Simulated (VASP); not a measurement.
Set up this calculation in VASP 6.6.1, as the native input.

* Task: single point
* Functional: PBE
* Potentials or basis: VASP PAW PBE potentials, release 64 (Co, As)
* Cutoff: 520 eV
* k mesh: 12 × 12 × 6
* Occupations: gaussian, width 0.1 eV
* Spin: no spin polarisation
* Dipole correction: no
* Further INCAR settings: ALGO = Normal; EDIFF = 1e-06; NBANDS = 24

The structure of Co2As3 lies in POSCAR:

```
Co2As3
1.0
    3.8763203439      0.0000000000      0.0000000000
   -1.9381601720      3.3569918910      0.0000000000
    0.0000000000      0.0000000000      5.8966721798
Co As
2 3
Direct
    0.3333333333      0.6666666667      0.2179996064
    0.6666666667      0.3333333333      0.7820003936
    0.0000000000      0.0000000000      0.0000000000
    0.3333333333      0.6666666667      0.6428182419
    0.6666666667      0.3333333333      0.3571817581
```

These files were run (other wordings do the same):

INCAR

```
PREC = Accurate
ENCUT = 520
EDIFF = 1E-6
ISMEAR = 0
SIGMA = 0.1
LREAL = False
LASPH = True
NELM = 60
ALGO = Normal
ISIF = 2
LWAVE = False
LCHARG = False
GGA = PE
NBANDS = 24
```

KPOINTS

```
Automatic mesh
0
Gamma
  12 12 6
```

Potentials or basis: VASP PAW PBE potentials, release 64 (Co, As).

Launch:

```bash
$ cat potpaw_PBE.64/Co/POTCAR potpaw_PBE.64/As/POTCAR > POTCAR
$ mpirun -np 1 vasp_std > vasp.out
```

Results of the run:

| Property | Result |
| --- | --- |
| Pressure | 0.1 GPa |
| Largest force | 0.022 eV/Å |

It took 3.7 min on 1 thread of Intel(R) Xeon(R) Platinum 8259CL CPU @ 2.50GHz (Skylake/Cascade Lake), with other jobs on the host, peak memory 0.31 GiB.
